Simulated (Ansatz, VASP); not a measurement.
**Ge in VASP and in Ansatz**

```xyz
2
Lattice="0.0000 2.6293 2.6293 2.6293 0.0000 2.6293 2.6293 2.6293 0.0000" Properties=species:S:1:pos:R:3 pbc="T T T"
Ge   -0.6573   -0.6573   -0.6573
Ge    0.6573    0.6573    0.6573
```

Change from the starting cell: volume scaled by 0.76, LAPW.

Alike in both runs: task single point; functional PBE; k mesh 11 × 11 × 11; occupations fermi-dirac, width 0.08 eV; no spin polarisation.

```csv
,VASP,Ansatz
version,VASP 6.6.1,Ansatz 0.2.0
potentials or method,"VASP PAW PBE potentials, release 64 (Ge_d), cutoff 520 eV","all-electron LAPW, scalar-relativistic"
```

|  | VASP | Ansatz | Ansatz less VASP |
| --- | --- | --- | --- |
| pressure (GPa) | 30.6 | 30.9 | +0.33 |

Both programs put the cell under a high pressure, so it lies far from rest at this level. Ansatz ran all-electron here, and VASP with PAW potentials.
